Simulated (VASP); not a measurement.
# SrO (I4/mmm) in VASP: notebook

SrO is run at these levels: PBE; tasks: electric field gradients.

Everything below comes from runs of VASP 6.6.1. Logs are shortened: lines on timing, memory, paths and dates and some standing lists are left out, and cuts for length are marked.

### Step 1. The cell of the first run

The structure is tetragonal, space group I4/mmm (No. 139). The conventional cell has a = 3.780 Å, b = 3.780 Å, c = 5.140 Å, α = 90.00°, β = 90.00°, γ = 90.00°. Within 3.4 Å of Sr (site symmetry 4/mmm) lie 6 O at 2.57 to 2.67 Å. Within 3.4 Å of O (site symmetry 4/mmm) lie 6 Sr at 2.57 to 2.67 Å.

### Step 2. Electric field gradients, PBE (x and y stretched by +4 %, z held)

INCAR

```
SYSTEM = SrO
PREC     = Accurate       ! precision mode
ENCUT    = 520            ! plane-wave cutoff, eV
EDIFF    = 1E-8           ! SCF threshold, eV
ISMEAR   = -1             ! smearing method
SIGMA    = 0.03           ! smearing width, eV
LREAL    = .FALSE.        ! projectors in reciprocal space
LASPH    = .TRUE.         ! aspherical terms in the spheres
NELM     = 60             ! most SCF steps
ALGO     = Normal         ! electronic algorithm
ISIF     = 2              ! what is computed and relaxed
LWAVE    = .FALSE.        ! write WAVECAR
LCHARG   = .FALSE.        ! write CHGCAR
GGA      = PE             ! functional
LEFG     = .TRUE.       
NBANDS   = 15             ! bands
```

KPOINTS

```
Automatic mesh
0
G
  8 8 8
  0 0 0
```

POSCAR

```
SrO
1.0
    0.0000000000      2.6725920000      2.5698000000
    2.6725920000      0.0000000000      2.5698000000
    2.6725920000      2.6725920000      0.0000000000
Sr O
1 1
Direct
    0.0000000000      0.0000000000      0.0000000000
    0.5000000000      0.5000000000      0.5000000000
```

Potentials or basis: VASP PAW PBE potentials, release 64 (Sr_sv, O).

The run is started by

```console
$ cat potpaw_PBE.64/Sr_sv/POTCAR potpaw_PBE.64/O/POTCAR > POTCAR
$ mpirun -np 1 vasp_std > vasp.out
```

OUTCAR:

```text
SYSTEM = SrO
   PREC = Accurate
   ENCUT = 520
   EDIFF = 1E-8
   ISMEAR = -1
   LREAL = .FALSE.
   LASPH = .TRUE.
   NELM = 60
   ISIF = 2
   GGA = PE

 ion  position               nearest neighbor table
   1  0.000  0.000  0.000-   2 2.57   2 2.57   2 2.67   2 2.67   2 2.67   2 2.67
   2  0.500  0.500  0.500-   1 2.57   1 2.57   1 2.67   1 2.67   1 2.67   1 2.67

  LATTYP: Found a body centered tetragonal cell.
 ALAT       =     3.7796158531
 C/A-ratio  =     1.3598207331

  Lattice vectors:

 A1 = (   0.0000000000,  -2.6725920000,  -2.5698000000)
 A2 = (   0.0000000000,   2.6725920000,  -2.5698000000)
 A3 = (   2.6725920000,   0.0000000000,   2.5698000000)

Analysis of symmetry for initial positions (statically):
=====================================================================
 Subroutine PRICEL returns:
 Original cell was already a primitive cell.

 Routine SETGRP: Setting up the symmetry group for a
 body centered tetragonal supercell.

 Subroutine GETGRP returns: Found 16 space group operations
 (whereof 16 operations were pure point group operations)
 out of a pool of 16 trial point group operations.

The static configuration has the point symmetry D_4h.

Analysis of symmetry for dynamics (positions and initial velocities):
=====================================================================
 Subroutine PRICEL returns:
 Original cell was already a primitive cell.

 Routine SETGRP: Setting up the symmetry group for a
 body centered tetragonal supercell.

 Subroutine GETGRP returns: Found 16 space group operations
 (whereof 16 operations were pure point group operations)
 out of a pool of 16 trial point group operations.

The dynamic configuration has the point symmetry D_4h.

 Subroutine INISYM returns: Found 16 space group operations
 (whereof 16 operations are pure point group operations),
 and found     1 'primitive' translations

----------------------------------------------------------------------------------------

                                     Primitive cell

  volume of cell :      36.7109

  direct lattice vectors                    reciprocal lattice vectors
     0.000000000  2.672592000  2.569800000    -0.187084299  0.187084299  0.194567671
     2.672592000  0.000000000  2.569800000     0.187084299 -0.187084299  0.194567671
     2.672592000  2.672592000  0.000000000     0.187084299  0.187084299 -0.194567671

  length of vectors
     3.707643462  3.707643462  3.779615853     0.328416882  0.328416882  0.328416882

  position of ions in fractional coordinates (direct lattice)
     0.000000000  0.000000000  0.000000000
     0.500000000  0.500000000  0.500000000

  ion indices of the primitive-cell ions
   primitive index   ion index
                 1           1
                 2           2

----------------------------------------------------------------------------------------

 KPOINTS: Automatic mesh

Automatic generation of k-mesh.
 Grid dimensions read from file:
 generate k-points for:    8    8    8

 Generating k-lattice:

  Cartesian coordinates                     Fractional coordinates (reciprocal lattice)
    -0.023385537  0.023385537  0.024320959     0.125000000  0.000000000  0.000000000
     0.023385537 -0.023385537  0.024320959     0.000000000  0.125000000  0.000000000
     0.023385537  0.023385537 -0.024320959     0.000000000  0.000000000  0.125000000

  Length of vectors
     0.041052110  0.041052110  0.041052110

  Shift w.r.t. Gamma in fractional coordinates (k-lattice)
     0.000000000  0.000000000  0.000000000

 Subroutine IBZKPT returns following result:
 ===========================================

 Found     59 irreducible k-points:

 Following reciprocal coordinates:
            Coordinates               Weight
  0.000000  0.000000  0.000000      1.000000
  0.125000  0.000000  0.000000      8.000000
  0.250000  0.000000  0.000000      8.000000
  0.375000  0.000000  0.000000      8.000000
  0.500000  0.000000  0.000000      4.000000
  0.125000  0.125000  0.000000      2.000000
[... 16 lines left out ...]
  0.250000  0.000000  0.125000     16.000000
  0.375000  0.000000  0.125000     16.000000
 [... further k-points ...]
   k-points           NKPTS =     59   k-points in BZ     NKDIM =     59   number of bands    NBANDS=     15
   number of dos      NEDOS =    301   number of ions     NIONS =      2
   total plane-waves  NPLWV =  21952
   dimension x,y,z NGX =    28 NGY =   28 NGZ =   28
   dimension x,y,z NGXF=    56 NGYF=   56 NGZF=   56
   ions per type =               1   1
   NGX,Y,Z   is equivalent  to a cutoff of  12.55, 12.55, 12.32 a.u.
   NGXF,Y,Z  is equivalent  to a cutoff of  25.11, 25.11, 24.63 a.u.
 SYSTEM =  SrO
   PREC   = accura    normal or accurate (medium, high low for compatibility)
   ISTART =      0    job   : 0-new  1-cont  2-samecut
   ICHARG =      2    charge: 1-file 2-atom 10-const
   ISPIN  =      1    spin polarized calculation?
   LNONCOLLINEAR =      F non collinear calculations
   LSORBIT =      F    spin-orbit coupling
   LASPH  =      T    aspherical Exc in radial PAW
   ENCUT  =  520.0 eV  38.22 Ry    6.18 a.u.   6.89  6.89  7.03*2*pi/ulx,y,z
   NELM   =     60;   NELMIN=  2; NELMDL= -5     # of ELM steps
   EDIFF  = 0.1E-07   stopping-criterion for ELM
   LREAL  =      F    real-space projection
   EDIFFG = 0.1E-06   stopping-criterion for IOM
   NSW    =      0    number of steps for IOM
   IBRION =     -1    ionic relax: 0-MD 1-quasi-New 2-CG
   NFREE  =      0    steps in history (QN), initial steepest desc. (CG)
   ISIF   =      2    stress and relaxation
   ISYM   =      2    0-nonsym 1-usesym 2-fastsym
   POTIM  = 0.5000    time-step for ionic-motion
   TEBEG  =    0.0;   TEEND  =   0.0 temperature during run
   PSTRESS=    0.0 pullay stress
   NELECT =      16.0000    total number of electrons
   NUPDOWN=      -1.0000    fix difference up-down
   EMIN   =  10.00;   EMAX   =-10.00  energy-range for DOS
   EFERMI =   0.00;   METHOD = LEGACY
   ISMEAR =    -1;   SIGMA  =   0.03  broadening in eV -4-tet -1-fermi 0-gaus
   EFERMI_NEDOS =   21; number of points for ismear=-14 and -15
   IALGO  =     38    algorithm
   IMIX   =      4    mixing-type and parameters
     AMIX     =   0.40;   BMIX     =  1.00
     AMIX_MAG =   1.60;   BMIX_MAG =  1.00
  volume/ion in A,a.u.               =      18.36       123.87
  Fermi-wavevector in a.u.,A,eV,Ry     =   1.241223  2.345572 20.961618  1.540635
  Thomas-Fermi vector in A             =   2.375630
   LORBIT       =      0    0 simple, 1 ext, 2 COOP (PROOUT), +10 PAW based schemes
   GGA     = PE    functional components
   LHFCALC =     F    Hartree Fock is set to
   AEXX    =    0.0000 exact exchange contribution
   IVDW    =     0    specifies the selected vdW correction
   LEPSILON=     F    determine dielectric tensor
   LRPA    =     F    only Hartree local field effects (RPA)
 non-spin polarized calculation
  energy-cutoff  :      520.00
  volume of cell :       36.71
 maximum number of plane-waves:      1008
   NGX = 13   NGY = 13   NGZ = 13

 number of electron      16.0000005 magnetization

 Free energy of the ion-electron system (eV)
  ---------------------------------------------------
  ext. energy  EPLUGINS =         0.00000000
  ---------------------------------------------------
  free energy    TOTEN  =       -12.03026087 eV

  energy without entropy =      -12.03026087  energy(sigma->0) =      -12.03026087

 E-fermi :   2.0131     XC(G=0):  -9.6655

 val. band max:        1.3949136818   @ k =   0.0000   0.0000   0.0000
 cond. band min:       4.5229078127   @ k =   0.5000   0.5000   0.0000
 fundamental gap:      3.1279941309
 Fermi energy:         2.0131021997

 k-point     1 :       0.0000    0.0000    0.0000
  band No.  band energies     occupation
      1     -31.3485      2.00000
      2     -13.6803      2.00000
      3     -13.0686      2.00000
      4     -13.0686      2.00000
      5     -13.0360      2.00000
      6       1.2799      2.00000
      7       1.2799      2.00000
      8       1.3949      2.00000
      9       4.7457      0.00000
     10       7.2702      0.00000
     11       7.2702      0.00000
     12       7.5376      0.00000
     13       9.1071      0.00000
     14       9.6425      0.00000
     15      13.6588      0.00000

 k-point     2 :       0.1250    0.0000    0.0000
  band No.  band energies     occupation
      1     -31.3343      2.00000
      2     -14.0739      2.00000
      3     -13.0826      2.00000
      4     -13.0583      2.00000
      5     -12.6946      2.00000
      6       0.8778      2.00000
      7       1.1148      2.00000
      8       1.1835      2.00000
      9       5.4139      0.00000
     10       7.1992      0.00000
     11       7.5626      0.00000
     12       7.7296      0.00000
     13       9.4577      0.00000
     14      10.0118      0.00000
     15      14.5737      0.00000

 k-point     3 :       0.2500    0.0000    0.0000
  band No.  band energies     occupation
      1     -31.2999      2.00000
      2     -14.6022      2.00000
      3     -13.1161      2.00000
      4     -13.0750      2.00000
      5     -12.2509      2.00000
      6       0.1116      2.00000
      7       0.7556      2.00000
      8       0.7867      2.00000
      9       6.8195      0.00000
     10       7.1814      0.00000
     11       8.3470      0.00000
     12       8.4421      0.00000
     13      10.3519      0.00000
     14      10.9292      0.00000
     15      16.3185      0.00000
[... 343 lines left out ...]
 k-point    23 :       0.2500    0.0000    0.1250
  band No.  band energies     occupation
      1     -31.3035      2.00000
      2     -14.4144      2.00000
      3     -13.1391      2.00000
      4     -13.1129      2.00000
      5     -12.4389      2.00000
      6       0.1643      2.00000
      7       0.9669      2.00000
      8       1.1012      2.00000
      9       6.4540      0.00000
     10       6.5251      0.00000
     11       8.5327      0.00000
     12       8.7363      0.00000
     13      10.1772      0.00000
     14      10.6307      0.00000
     15      16.3352      0.00000

 k-point    24 :       0.3750    0.0000    0.1250
  band No.  band energies     occupation
      1     -31.2689      2.00000
      2     -14.7862      2.00000
      3     -13.1826      2.00000
      4     -13.1413      2.00000
      5     -12.1669      2.00000
      6      -0.2168      2.00000
      7       0.5567      2.00000
      8       0.7298      2.00000
      9       6.7905      0.00000
     10       7.8051      0.00000
     11       9.3018      0.00000
     12       9.5608      0.00000
     13      11.2485      0.00000
     14      11.5401      0.00000
     15      15.9625      0.00000

 [... further k-points ...]

------------------------ aborting loop because EDIFF is reached ----------------------------------------

  FORCE on cell =-STRESS in cart. coord.  units (eV):
  Direction    XX          YY          ZZ          XY          YZ          ZX
  --------------------------------------------------------------------------------------
  -------------------------------------------------------------------------------------
  Total       -0.9462269     -0.9462269     -0.0692573      0.0000000      0.0000000      0.0000000
  in kB      -41.2963069    -41.2963069     -3.0226044      0.0000000      0.0000000      0.0000000
  external PRESSURE =     -28.5384060 kB  Pullay stress =       0.0000000 kB

 VOLUME and BASIS-vectors are now :
 -----------------------------------------------------------------------------
  energy-cutoff  :      520.00
  volume of cell :       36.71
      direct lattice vectors                 reciprocal lattice vectors
     0.000000000  2.672592000  2.569800000    -0.187084299  0.187084299  0.194567671
     2.672592000  0.000000000  2.569800000     0.187084299 -0.187084299  0.194567671
     2.672592000  2.672592000  0.000000000     0.187084299  0.187084299 -0.194567671

 POSITION                                       TOTAL-FORCE (eV/Angst)
 -----------------------------------------------------------------------------------
      0.00000      0.00000      0.00000        -0.000000     -0.000000      0.000000
      2.67259      2.67259      2.56980         0.000000      0.000000      0.000000
 -----------------------------------------------------------------------------------
    total drift:                                0.000000      0.000000      0.000000

  FREE ENERGIE OF THE ION-ELECTRON SYSTEM (eV)
  ---------------------------------------------------
  free  energy   TOTEN  =       -12.0302608694 eV

  energy  without entropy=      -12.0302608694  energy(sigma->0) =      -12.03026087

 Electric field gradients (V/A^2)
---------------------------------------------------------------------
 ion       V_xx      V_yy      V_zz      V_xy      V_xz      V_yz
---------------------------------------------------------------------
   1      18.656    18.656   -37.312    -0.000    -0.000    -0.000
   2       6.248     6.248   -12.497     0.001     0.002     0.002
---------------------------------------------------------------------

 Electric field gradients after diagonalization (V/A^2)
 (convention: |V_zz| > |V_xx| > |V_yy|)
----------------------------------------------------------------------
 ion       V_xx      V_yy      V_zz     asymmetry (V_yy - V_xx)/ V_zz
----------------------------------------------------------------------
   1      18.656    18.656   -37.312       0.000
   2       6.249     6.247   -12.497       0.000
----------------------------------------------------------------------

           NMR quadrupolar parameters

 Cq : quadrupolar parameter    Cq=e*Q*V_zz/h
 eta: asymmetry parameters     (V_yy - V_xx)/ V_zz
 Q  : nuclear electric quadrupole moment in mb (millibarn)
----------------------------------------------------------------------
 ion       Cq(MHz)       eta       Q (mb)
----------------------------------------------------------------------
   1      -0.090       0.000       1.000
   2      -0.030       0.000       1.000
----------------------------------------------------------------------
```

It took 24 s on 1 thread of AMD EPYC 7R13, shared host; peak memory 0.18 GiB.

Results:

| Item | Value |
| --- | --- |
| Free energy | -12.0303 eV |
| Pressure | -2.9 GPa |
| Band gap on the k mesh | 3.13 eV, indirect (least direct gap 3.35 eV) |

Electric field gradients, principal values (V/Å²):
```
atom   least  middle  greatest (by size)
1 Sr  18.656  18.656             -37.312
 2 O   6.247   6.249             -12.497
```

Caveat: the cell differs from its parent crystal (x and y stretched by +4 %, z held); without QUAD_EFG the Cq values of the log hold for a quadrupole moment of 1 mb, not for the nuclei.

### Step 3. Electric field gradients, PBE (x and y stretched by +4 %, z held)

INCAR

```
  PREC = Accurate
  ENCUT = 520
  EDIFF = 1E-8
  ISMEAR = -1
  SIGMA = 0.03
  LREAL = F
  LASPH = T
  NELM = 60
  ALGO = Normal
  ISIF = 2
  LWAVE = F
  LCHARG = F
  GGA = PE
  LEFG = T
  NBANDS = 15
```

KPOINTS

```
regular mesh
0
Gamma
  8 8 8
```

POSCAR is that of step 2.

Potentials or basis: VASP PAW PBE potentials, release 64 (Sr_sv, O).

The run is started by

```console
$ cat potpaw_PBE.64/Sr_sv/POTCAR potpaw_PBE.64/O/POTCAR > POTCAR
$ mpirun -np 1 vasp_std > vasp.out
```

OUTCAR:

```text
PREC = Accurate
   ENCUT = 520
   EDIFF = 1E-8
   ISMEAR = -1
   LREAL = F
   LASPH = T
   NELM = 60
   ISIF = 2
   GGA = PE

 ion  position               nearest neighbor table
   1  0.000  0.000  0.000-   2 2.57   2 2.57   2 2.67   2 2.67   2 2.67   2 2.67
   2  0.500  0.500  0.500-   1 2.57   1 2.57   1 2.67   1 2.67   1 2.67   1 2.67

  LATTYP: Found a body centered tetragonal cell.
 ALAT       =     3.7796158531
 C/A-ratio  =     1.3598207331

  Lattice vectors:

 A1 = (   0.0000000000,  -2.6725920000,  -2.5698000000)
 A2 = (   0.0000000000,   2.6725920000,  -2.5698000000)
 A3 = (   2.6725920000,   0.0000000000,   2.5698000000)

Analysis of symmetry for initial positions (statically):
=====================================================================
 Subroutine PRICEL returns:
 Original cell was already a primitive cell.
[... 622 lines left out ...]
  energy-cutoff  :      520.00
  volume of cell :       36.71
      direct lattice vectors                 reciprocal lattice vectors
     0.000000000  2.672592000  2.569800000    -0.187084299  0.187084299  0.194567671
     2.672592000  0.000000000  2.569800000     0.187084299 -0.187084299  0.194567671
     2.672592000  2.672592000  0.000000000     0.187084299  0.187084299 -0.194567671

 POSITION                                       TOTAL-FORCE (eV/Angst)
 -----------------------------------------------------------------------------------
      0.00000      0.00000      0.00000        -0.000000     -0.000000      0.000000
      2.67259      2.67259      2.56980         0.000000      0.000000      0.000000
 -----------------------------------------------------------------------------------
    total drift:                                0.000000      0.000000      0.000000

  FREE ENERGIE OF THE ION-ELECTRON SYSTEM (eV)
  ---------------------------------------------------
  free  energy   TOTEN  =       -12.0302608694 eV

  energy  without entropy=      -12.0302608694  energy(sigma->0) =      -12.03026087

 Electric field gradients (V/A^2)
---------------------------------------------------------------------
 ion       V_xx      V_yy      V_zz      V_xy      V_xz      V_yz
---------------------------------------------------------------------
   1      18.656    18.656   -37.312    -0.000    -0.000    -0.000
   2       6.248     6.248   -12.497     0.001     0.002     0.002
---------------------------------------------------------------------

 Electric field gradients after diagonalization (V/A^2)
 (convention: |V_zz| > |V_xx| > |V_yy|)
----------------------------------------------------------------------
 ion       V_xx      V_yy      V_zz     asymmetry (V_yy - V_xx)/ V_zz
----------------------------------------------------------------------
   1      18.656    18.656   -37.312       0.000
   2       6.249     6.247   -12.497       0.000
----------------------------------------------------------------------

           NMR quadrupolar parameters

 Cq : quadrupolar parameter    Cq=e*Q*V_zz/h
 eta: asymmetry parameters     (V_yy - V_xx)/ V_zz
 Q  : nuclear electric quadrupole moment in mb (millibarn)
----------------------------------------------------------------------
 ion       Cq(MHz)       eta       Q (mb)
----------------------------------------------------------------------
   1      -0.090       0.000       1.000
   2      -0.030       0.000       1.000
----------------------------------------------------------------------
```

It took 29 s on 1 thread of AMD EPYC 7R13, shared host; peak memory 0.18 GiB.

Results:

| Quantity | Value |
| --- | --- |
| Free energy | -12.0303 eV |
| Pressure | -2.9 GPa |
| Band gap on the k mesh | 3.13 eV, indirect (least direct gap 3.35 eV) |

Levels at points of the mesh, in eV from the valence-band top:
```csv
k point,band 6,band 7,band 8,band 9,band 10,band 11
"(0.00, 0.00, 0.00)",-0.11,-0.11,0.00,3.35,5.88,5.88
"(0.50, 0.00, 0.00)",-2.11,-1.09,-1.08,6.14,7.76,8.30
"(0.50, 0.50, 0.00)",-0.48,-0.26,-0.26,3.13,7.19,9.58
"(0.50, 0.00, 0.50)",-0.69,-0.25,-0.12,3.27,7.13,9.55
```

Electric field gradients, principal values (V/Å²):
```
atom   least  middle  greatest (by size)
1 Sr  18.656  18.656             -37.312
 2 O   6.247   6.249             -12.497
```

Caveat: the cell differs from its parent crystal (x and y stretched by +4 %, z held); without QUAD_EFG the Cq values of the log hold for a quadrupole moment of 1 mb, not for the nuclei. A k mesh can miss the band edges.
